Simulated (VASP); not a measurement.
Wanted: the native input for a VASP 6.6.1 run.

```
Task                   : single point
Functional             : PBE
Potentials or basis    : VASP PAW PBE potentials, release 64 (Te, O)
Cutoff                 : 600 eV
k mesh                 : 18 × 18 × 18
Occupations            : gaussian, width 0.1 eV
Spin                   : no spin polarisation
Dipole correction      : no
Further INCAR settings : ALGO = Normal; EDIFF = 1e-06; NBANDS = 13
```

The structure of TeO lies in POSCAR:

```
TeO
1.0
    0.0000000000      2.7600786094      2.7600786094
    2.7600786094      0.0000000000      2.7600786094
    2.7600786094      2.7600786094      0.0000000000
Te O
1 1
Direct
    0.0000000000      0.0000000000      0.0000000000
    0.7500000000      0.7500000000      0.7500000000
```

These files were run (other wordings do the same):

INCAR

```
SYSTEM = TeO
PREC = Accurate
ENCUT = 600
EDIFF = 1E-6
ISMEAR = 0
SIGMA = 0.1
LREAL = .FALSE.
LASPH = .TRUE.
NELM = 120
ALGO = Normal
ISIF = 2
LWAVE = .FALSE.
LCHARG = .FALSE.
GGA = PE
NBANDS = 13
GGA_COMPAT = .FALSE.
```

KPOINTS

```
Automatic mesh
0
G
  18 18 18
  0 0 0
```

Potentials or basis: VASP PAW PBE potentials, release 64 (Te, O).

Launch:

```console
$ cat potpaw_PBE.64/Te/POTCAR potpaw_PBE.64/O/POTCAR > POTCAR
$ mpirun -np 1 vasp_std > vasp.out
```

It gave:

| Item | Value |
| --- | --- |
| Pressure | -0.4 GPa |
| Band gap on the k mesh | zero (bands 6 and 7 overlap by 0.51 eV) |

Caveat: spin-orbit coupling is left out, which moves the levels of the heavy elements.

Run time: 3.4 min on 1 thread of Intel Xeon 8259CL, on a shared host, peak memory 0.27 GiB.
